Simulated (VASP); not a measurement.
# Be (P1) in VASP: further runs, part 3 of 3

VASP 6.6.1.

## (4) Single point, PBEsol

Contents of INCAR:

```
SYSTEM = Be
PREC = Accurate ; ENCUT = 520
EDIFF = 1E-6 ; ISMEAR = -1
SIGMA = 0.17 ; LREAL = Auto
LASPH = .True. ; NELM = 100
ALGO = Normal ; ISIF = 2
LWAVE = .False. ; LCHARG = .False.
GGA = PS ; NBANDS = 60
```

Contents of KPOINTS:

```
Automatic mesh
0
Gamma
  2 2 2
  0 0 0
```

Contents of POSCAR:

```
Be
1.0
    6.8700000000      0.0000000000      0.0000000000
   -3.4350000000      5.9495950000      0.0000000000
    0.0000000000      0.0000000000      7.1768600000
Be
36
Direct
   -0.0090110294      0.0022690620     -0.0066045597
    0.1325144784      0.2275617080      0.2184660144
    0.0104779472      0.0056138275      0.4841393033
    0.1204836569      0.2208217534      0.7197158646
   -0.0019718858      0.3311653987     -0.0060332792
    0.1543509428      0.5670133849      0.2195807080
    0.0618045242      0.3968841577      0.4669033533
    0.0889245975      0.5465245954      0.7222796599
    0.0953244120      0.7089894354     -0.0143098793
    0.1775786372      0.9291892978      0.2595842750
    0.0308952499      0.7175110239      0.4780084884
    0.1327889326      0.9059272102      0.7332175910
    0.3513260887      0.0221863841     -0.0062840852
    0.4819769614      0.2334444613      0.2277319050
    0.3311380966     -0.0047398184      0.4824254618
    0.4951285684      0.2673459286      0.7256516081
    0.3981066275      0.3436368358     -0.0113559412
    0.4498010861      0.5625424924      0.1964368819
    0.3119408864      0.3160215107      0.4398999005
    0.4319687250      0.5168923263      0.7236033586
    0.3506041771      0.6571035507     -0.0347366397
    0.4617034341      0.8909177852      0.2383075607
    0.4107366749      0.7247047908      0.5327817458
    0.4316340600      0.9061793282      0.7313504792
    0.6147881610     -0.0066391074      0.0012122293
    0.7741638854      0.1793903619      0.2218100952
    0.6621660653      0.0590628438      0.4928757144
    0.8108915175      0.2261498472      0.7420794052
    0.7128431263      0.3411156558     -0.0010589589
    0.8227447443      0.5412973488      0.2179504686
    0.6666319502      0.3147777286      0.4810460285
    0.7950581779      0.5780057298      0.7069804901
    0.7065622902      0.7151915382     -0.0336637471
    0.7705872410      0.8897916581      0.2528961133
    0.6780044816      0.6168823256      0.4611069465
    0.7641449919      0.8925985718      0.7250245929
```

Potentials or basis: VASP PAW PBE potentials, release 64 (Be).

Run with:

```console
cat potpaw_PBE.64/Be/POTCAR > POTCAR
mpirun -np 1 vasp_std > vasp.out
```

OUTCAR:

```text
SYSTEM = Be
   PREC = Accurate
   ENCUT = 520
   EDIFF = 1E-6
   ISMEAR = -1
   LREAL = Auto
   LASPH = .True.
   NELM = 100
   ISIF = 2
   GGA = PS

 ion  position               nearest neighbor table
   1  0.991  0.002  0.993-  33 1.97   2 2.11   5 2.24  34 2.28  12 2.35  36 2.35   4 2.36
   2  0.133  0.228  0.218-  19 1.91   1 2.11   5 2.15  10 2.24  18 2.25   6 2.26  17 2.29   7 2.31
                            26 2.31   3 2.32  14 2.38
   3  0.010  0.006  0.484-  11 2.05   4 2.12  19 2.13  34 2.19  10 2.19  12 2.22  15 2.24  36 2.27
                             2 2.32
   4  0.120  0.221  0.720-  20 2.09   3 2.12  28 2.15  12 2.21  19 2.31   7 2.32   8 2.35  36 2.36
                             1 2.36
   5  0.998  0.331  0.994-  29 1.99  28 2.12  26 2.13   2 2.15   6 2.16   1 2.24   9 2.34   8 2.34
                            21 2.35
   6  0.154  0.567  0.220-   7 2.04  18 2.05   9 2.08   5 2.16  21 2.17  22 2.17  30 2.20   2 2.26
[... 54 lines left out ...]
  35  0.678  0.617  0.461-  32 2.01  31 2.04  11 2.17  30 2.20  34 2.23  19 2.33  23 2.35  18 2.37

  36  0.764  0.893  0.725-  33 2.04  28 2.15   3 2.27  32 2.28  27 2.32  24 2.33   1 2.35   4 2.36

  LATTYP: Found a hexagonal cell.
 ALAT       =     6.8700000000
[... 242 lines left out ...]
      1      -4.4550      2.00000
      2      -2.4576      2.00000
      3      -2.2603      2.00000
      4      -1.6067      2.00000
      5      -1.5064      2.00000
      6      -1.3709      2.00000
[... 397 lines left out ...]
     47       9.2602      0.00000
     48       9.5032      0.00000
 [bands above 48 left out]

------------------------ aborting loop because EDIFF is reached ----------------------------------------

  FORCE on cell =-STRESS in cart. coord.  units (eV):
  Direction    XX          YY          ZZ          XY          YZ          ZX
  --------------------------------------------------------------------------------------
  -------------------------------------------------------------------------------------
  Total        6.9246992     13.5547601     -1.9545119     -2.1763722      2.6897832      2.3511558
  in kB       37.8209888     74.0327365    -10.6750589    -11.8868051     14.6909286     12.8414295
  external PRESSURE =      33.7262221 kB  Pullay stress =       0.0000000 kB

 VOLUME and BASIS-vectors are now :
 -----------------------------------------------------------------------------
  energy-cutoff  :      520.00
  volume of cell :      293.34
      direct lattice vectors                 reciprocal lattice vectors
     6.870000000  0.000000000  0.000000000     0.145560408  0.084039334  0.000000000
    -3.435000000  5.949595000  0.000000000     0.000000000  0.168078668  0.000000000
     0.000000000  0.000000000  7.176860000     0.000000000  0.000000000  0.139336702

 POSITION                                       TOTAL-FORCE (eV/Angst)
 -----------------------------------------------------------------------------------
      6.80030      0.01350      7.12946         0.901835      0.528941     -0.482588
      0.12870      1.35390      1.56790        -0.586130     -0.016527     -0.425426
      0.05270      0.03340      3.47460        -0.294730      0.258738     -0.196392
      0.06920      1.31380      5.16530         0.069102      0.279465      0.474163
      5.71890      1.97030      7.13356         1.074066      0.495646     -0.732447
     -0.88730      3.37350      1.57590        -0.699952      0.214070      0.409935
[... 28 lines left out ...]
      2.53890      3.67020      3.30930        -1.595488      0.725205     -0.230276
      2.18360      5.31060      5.20340        -0.059663     -0.103954     -0.452086
 -----------------------------------------------------------------------------------
    total drift:                               -0.000744     -0.000822     -0.002085

  FREE ENERGIE OF THE ION-ELECTRON SYSTEM (eV)
  ---------------------------------------------------
  free  energy   TOTEN  =      -134.7708660804 eV

  energy  without entropy=     -134.3553603314  energy(sigma->0) =     -134.56311321
```

OSZICAR:

```text
N       E                     dE             d eps       ncg     rms          rms(c)
DAV:   1     0.913287521985E+02    0.91329E+02   -0.28215E+04   960   0.103E+03
DAV:   2    -0.125178730250E+03   -0.21651E+03   -0.20116E+03  1228   0.185E+02
DAV:   3    -0.137302490179E+03   -0.12124E+02   -0.11707E+02  1224   0.359E+01
DAV:   4    -0.137519065520E+03   -0.21658E+00   -0.21513E+00  1192   0.578E+00
DAV:   5    -0.137522149085E+03   -0.30836E-02   -0.30789E-02  1184   0.506E-01    0.731E+00
DAV:   6    -0.135138012810E+03    0.23841E+01   -0.33736E+00  1100   0.626E+00    0.386E+00
DAV:   7    -0.134829895693E+03    0.30812E+00   -0.99022E-01  1216   0.319E+00    0.180E+00
DAV:   8    -0.134774070459E+03    0.55825E-01   -0.99851E-02  1192   0.113E+00    0.524E-01
DAV:   9    -0.134771191709E+03    0.28788E-02   -0.88594E-03  1208   0.355E-01    0.129E-01
DAV:  10    -0.134770877284E+03    0.31443E-03   -0.95031E-04  1128   0.105E-01    0.299E-02
DAV:  11    -0.134770865886E+03    0.11397E-04   -0.87591E-05  1216   0.294E-02    0.853E-03
DAV:  12    -0.134770866080E+03   -0.19419E-06   -0.99551E-06  1136   0.101E-02
   1 F= -.13477087E+03 E0= -.13456311E+03  d E =-.415506E+00
```

Run time: 10 min. Hardware: 1 thread of Intel Xeon 8259CL, shared host; peak memory 0.41 GiB.

Results:

- Free energy: -134.7709 eV
- Pressure: 3.4 GPa
- Largest force: 3.899 eV/Å
- Band gap on the k mesh: zero (bands 36 and 37 overlap by 0.75 eV)

Forces on the atoms (eV/Å):
```
Be   0.902  0.529 -0.483
Be  -0.586 -0.017 -0.425
Be  -0.295  0.259 -0.196
Be   0.069  0.279  0.474
Be   1.074  0.496 -0.732
Be  -0.700  0.214  0.410
Be  -0.747 -1.558  0.384
Be   1.326  0.922  0.658
Be  -2.464 -0.805 -0.017
Be  -2.124 -0.777 -2.470
Be   0.410 -2.301  0.012
Be  -0.919 -0.083  0.417
Be  -0.748  0.352 -0.523
Be   0.035  0.248  0.484
Be   1.063  1.301  1.351
Be  -0.097 -1.965  0.274
Be  -1.279  0.444 -1.391
Be   1.109  0.190  1.837
Be   1.626  0.914  1.908
Be   0.236  1.702 -0.118
Be   0.380 -0.097 -0.077
Be  -0.733 -0.472  0.738
Be  -0.067 -1.643 -3.051
Be   0.693  0.809  1.936
Be   3.300  0.328 -1.802
Be   0.204  2.379  1.054
Be   2.327 -3.123  0.200
Be  -0.969  0.104 -0.243
Be  -1.270 -0.095 -1.748
Be  -0.409  0.862  0.791
Be  -0.303  3.198 -0.435
Be   0.412 -0.084  1.251
Be  -0.485 -2.353  0.794
Be   0.686 -0.781 -0.576
Be  -1.595  0.725 -0.230
Be  -0.060 -0.104 -0.452
```

Caveat: the k points lie up to 0.53 Å⁻¹ apart, too coarse for converged energies and pressures of a metal; the PAW data sets were made with another functional, which shifts forces and pressure a little.

## (5) Single point, PBEsol

This run uses another cell than the first one, of 8.26 Å³/atom.

Contents of INCAR:

```
SYSTEM = Be
PREC     = Accurate       ! precision mode
ENCUT    = 520            ! plane-wave cutoff, eV
EDIFF    = 1E-7           ! SCF threshold, eV
ISMEAR   = -1             ! smearing method
SIGMA    = 0.17           ! smearing width, eV
LREAL    = Auto         
LASPH    = .TRUE.         ! aspherical terms in the spheres
NELM     = 100            ! most SCF steps
ALGO     = Normal         ! electronic algorithm
ISIF     = 2              ! what is computed and relaxed
LWAVE    = .FALSE.        ! write WAVECAR
LCHARG   = .FALSE.        ! write CHGCAR
GGA      = PS             ! functional
NBANDS   = 60             ! bands
```

Contents of KPOINTS:

```
regular mesh
0
G
  2 2 2
  0 0 0
```

Contents of POSCAR:

```
Be
1.0
    6.9265090000      0.0000000000      0.0000000000
   -3.4632550000      5.9985340000      0.0000000000
    0.0000000000      0.0000000000      7.1550320000
Be
36
Direct
    0.0120839802      0.0269399157     -0.0132354405
    0.1241170006      0.2557124791      0.2246111548
    0.0039218362      0.0207217297      0.4859796574
    0.1327208108      0.2475104751      0.7503809906
    0.0535350279      0.3674897900     -0.0011180942
    0.1065415324      0.5611371045      0.2588108621
   -0.0205029312      0.3458845111      0.5058677585
    0.1418129701      0.5762407948      0.7560273665
   -0.0080523784      0.6582608351     -0.0070859222
    0.1003704553      0.8937016944      0.2114595714
    0.0137496485      0.6839337745      0.4907595102
    0.1220318038      0.8903342050      0.7411147847
    0.3842599308      0.0026506476     -0.0234660027
    0.4684816593      0.2252050251      0.2283847228
    0.3659415471      0.0140034215      0.4912626526
    0.4928706793      0.1906799228      0.7424564977
    0.3473781014      0.3085587245     -0.0433541038
    0.5042763232      0.5454332675      0.2057572908
    0.3661159412      0.3488352321      0.5390332286
    0.4877855537      0.5467835975      0.7322538879
    0.3706883397      0.6496420625     -0.0141019635
    0.4142443358      0.8923013523      0.2502853936
    0.3276923119      0.6328046153      0.4580971825
    0.4436650362      0.8825656402      0.7366144554
    0.6926275994     -0.0529295991     -0.0281899508
    0.8293766464      0.2762675014      0.2568821495
    0.6807081230      0.0000666830      0.4760146426
    0.8097624296      0.2521115993      0.7424425216
    0.6868096705      0.3396496544     -0.0414533436
    0.8062296567      0.5791248328      0.2224867757
    0.6871650610      0.3832102977      0.4557911132
    0.8136461247      0.5630042274      0.7190324236
    0.6959338749      0.6364221658     -0.0376657994
    0.7943335774      0.8799983463      0.2018858895
    0.6706736721      0.6921024370      0.4657840804
    0.7670914935      0.8588931896      0.7010590589
```

Potentials or basis: VASP PAW PBE potentials, release 64 (Be).

Run with:

```console
cat potpaw_PBE.64/Be/POTCAR > POTCAR
mpirun -np 1 vasp_std > vasp.out
```

OUTCAR:

```text
SYSTEM = Be
   PREC = Accurate
   ENCUT = 520
   EDIFF = 1E-7
   ISMEAR = -1
   LREAL = Auto
   LASPH = .TRUE.
   NELM = 100
   ISIF = 2
   GGA = PS

 ion  position               nearest neighbor table
   1  0.012  0.027  0.987-  25 2.00  34 2.04  10 2.09   4 2.15  17 2.17   2 2.19   5 2.23  12 2.30

   2  0.124  0.256  0.225-   5 1.96  26 2.13   1 2.19   6 2.19   3 2.34  17 2.37  18 2.39
   3  0.004  0.021  0.486-  36 2.12  27 2.17  35 2.30   4 2.33   2 2.34   7 2.35  12 2.36  11 2.37
                            10 2.38
   4  0.133  0.248  0.750-  17 1.98  19 2.06   5 2.15   1 2.15   8 2.25  28 2.25  20 2.29   7 2.32
                             3 2.33
   5  0.054  0.367  0.999-   2 1.96  21 2.09   8 2.14   4 2.15   6 2.21   1 2.23   9 2.26  17 2.29
                            26 2.29  28 2.35
   6  0.107  0.561  0.259-  26 1.95  23 1.97  11 2.11  30 2.16   2 2.19   7 2.19   5 2.21  22 2.22
                             9 2.29  10 2.35
   7  0.979  0.346  0.506-  28 1.98  26 2.00   6 2.19  31 2.20  11 2.23  23 2.26  27 2.26   8 2.28
                             4 2.32   3 2.35
   8  0.142  0.576  0.756-  24 2.11   5 2.14  21 2.16   9 2.21  32 2.24   4 2.25  12 2.25  28 2.28
                             7 2.28  11 2.37
   9  0.992  0.658  0.993-  30 1.99  33 1.99  10 2.11  29 2.18   8 2.21  32 2.23   5 2.26  12 2.28
[... 298 lines left out ...]
      5      -1.6058      2.00000
      6      -1.4742      2.00000
[... 397 lines left out ...]
     47       9.1402      0.00000
     48       9.5269      0.00000
 [bands above 48 left out]

------------------------ aborting loop because EDIFF is reached ----------------------------------------

  FORCE on cell =-STRESS in cart. coord.  units (eV):
  Direction    XX          YY          ZZ          XY          YZ          ZX
  --------------------------------------------------------------------------------------
  -------------------------------------------------------------------------------------
  Total        4.3120324      0.6868645      3.7653235      1.4477152      1.0122547      1.7053246
  in kB       23.2392168      3.7017797     20.2927904      7.8022995      5.4554336      9.1906564
  external PRESSURE =      15.7445956 kB  Pullay stress =       0.0000000 kB

 VOLUME and BASIS-vectors are now :
 -----------------------------------------------------------------------------
  energy-cutoff  :      520.00
  volume of cell :      297.28
      direct lattice vectors                 reciprocal lattice vectors
     6.926509000  0.000000000  0.000000000     0.144372872  0.083353711  0.000000000
    -3.463255000  5.998534000  0.000000000     0.000000000  0.166707399  0.000000000
     0.000000000  0.000000000  7.155032000     0.000000000  0.000000000  0.139761779

 POSITION                                       TOTAL-FORCE (eV/Angst)
 -----------------------------------------------------------------------------------
     -0.00960      0.16160      7.06033         0.594152     -0.267770     -0.973577
     -0.02590      1.53390      1.60710         1.214927     -0.499480      1.479047
     -0.04460      0.12430      3.47720         0.589152     -0.104250     -0.351535
      0.06210      1.48470      5.36900        -0.901205     -0.532149     -1.064289
     -0.90190      2.20440      7.14703        -1.185548     -0.554914     -0.772435
     -1.20540      3.36600      1.85180         0.278456      0.617008     -1.577724
[... 28 lines left out ...]
      2.24850      4.15160      3.33270         0.946312     -0.931104     -0.392938
      2.33870      5.15210      5.01610         0.717597      1.299837      1.772443
 -----------------------------------------------------------------------------------
    total drift:                               -0.000125      0.000727      0.000857

  FREE ENERGIE OF THE ION-ELECTRON SYSTEM (eV)
  ---------------------------------------------------
  free  energy   TOTEN  =      -135.8955270109 eV

  energy  without entropy=     -135.5081681626  energy(sigma->0) =     -135.70184759
```

stdout:

```text
POSCAR found type information on POSCAR Be
 POSCAR found :  1 types and      36 ions
 scaLAPACK will be used
 -----------------------------------------------------------------------------
|                                                                             |
|                                                                             |
|     You enforced a specific xc type in the INCAR file but a different       |
|     I HOPE YOU KNOW WHAT YOU ARE DOING!                                     |
|                                                                             |
 -----------------------------------------------------------------------------

 LDA part: xc-table for (Slater+PW92), standard interpolation
 POSCAR, INCAR and KPOINTS ok, starting setup
 FFT: planning ... GRIDC
 FFT: planning ... GRID_SOFT
 FFT: planning ... GRID
 WAVECAR not read
 entering main loop
```

Wall time 11 min (1 thread of Intel Xeon 8259CL, shared host); peak memory 0.42 GiB.

Results:

- Free energy: -135.8955 eV
- Pressure: 1.6 GPa
- Largest force: 3.834 eV/Å
- Band gap on the k mesh: zero (bands 36 and 37 overlap by 0.86 eV)

Forces in eV/Å, atoms in the order of the input:
```
Be   0.594 -0.268 -0.974
Be   1.215 -0.499  1.479
Be   0.589 -0.104 -0.352
Be  -0.901 -0.532 -1.064
Be  -1.186 -0.555 -0.772
Be   0.278  0.617 -1.578
Be   1.796  0.517 -0.282
Be  -0.403 -0.463 -0.685
Be   1.744  0.394 -0.807
Be   1.471  0.751  1.136
Be   0.472  0.459 -0.407
Be   0.222  0.688 -0.014
Be  -0.737 -0.435  1.056
Be  -0.121 -0.464 -0.064
Be  -0.843  0.011 -0.085
Be  -1.593  1.368 -1.308
Be   0.428  0.426  1.586
Be  -1.618 -0.082  0.963
Be  -0.078 -1.836 -3.364
Be  -0.947  1.091  0.874
Be  -0.554  0.828 -0.194
Be   1.546 -0.474 -0.964
Be   0.606  0.837  1.553
Be   1.317 -0.694 -0.508
Be  -2.563  1.200 -0.855
Be  -0.924 -2.019 -1.648
Be  -0.739  0.614  0.004
Be   0.987 -1.216  0.236
Be   0.143  0.038  1.770
Be   0.261 -0.632  0.470
Be  -0.014 -1.045  1.336
Be  -0.473 -0.430  0.341
Be  -1.409  1.476  0.126
Be  -0.231  0.066  1.613
Be   0.946 -0.931 -0.393
Be   0.718  1.300  1.772
```

Levels at points of the mesh, in eV from the Fermi level:
```tsv
k point	band 33	band 34	band 35	band 36	band 37	band 38	band 39	band 40
(0.00, 0.00, 0.00)	-0.34	-0.26	-0.16	0.19	0.25	0.36	0.60	0.61
(0.50, 0.00, 0.00)	-0.85	-0.54	-0.37	-0.30	1.05	1.21	1.47	1.52
(0.00, 0.50, 0.00)	-0.93	-0.69	-0.41	0.41	1.02	1.04	1.34	1.44
(0.50, 0.50, 0.00)	-0.78	-0.47	-0.44	-0.07	0.88	1.26	1.31	1.39
(0.00, 0.00, 0.50)	-1.31	-1.18	-1.04	-0.93	-0.45	-0.29	-0.12	0.01
(0.50, 0.00, 0.50)	-1.39	-1.25	-1.09	-0.95	1.23	1.42	1.53	1.63
(0.00, 0.50, 0.50)	-1.37	-1.16	-0.90	-0.76	1.18	1.24	1.47	1.70
(0.50, 0.50, 0.50)	-1.25	-1.18	-1.10	-0.91	0.99	1.40	1.54	1.84
```

Caveat: the k points lie up to 0.52 Å⁻¹ apart, too coarse for converged energies and pressures of a metal; the atoms stand as in a frame of molecular dynamics; the PAW data sets were made with another functional, which shifts forces and pressure a little.

## (6) The runs side by side

| cell | gap on the mesh (eV) | pressure (GPa) | largest force (eV/Å) |
| --- | --- | --- | --- |
| a = 6.870, b = 6.870, c = 7.177 Å, angles 90.0, 90.0, 120.0°, 36 atoms, atomic positions A | none | 3.6 | 4.34 |
| a = 6.870, b = 6.870, c = 7.177 Å, angles 90.0, 90.0, 120.0°, 36 atoms, atomic positions B | none | 3.5 | 3.53 |
| a = 6.870, b = 6.870, c = 7.177 Å, angles 90.0, 90.0, 120.0°, 36 atoms, atomic positions C | none | 3.4 | 3.90 |
| a = 6.927, b = 6.927, c = 7.155 Å, angles 90.0, 90.0, 120.0°, 36 atoms, atomic positions D | none | 1.6 | 3.83 |

Alike in all rows: task single point; level PBEsol; potentials or basis VASP PAW PBE potentials, release 64 (Be); no spin polarisation; k mesh 2 × 2 × 2; cutoff (eV) 520; smearing fermi-dirac 0.17 eV.

Caveats: all runs use coarse meshes; the PAW data sets were made with another functional, which shifts forces and pressure a little; the atoms stand as in a frame of molecular dynamics (at least some runs).

Absolute energies hang on the potentials; compare differences alone.
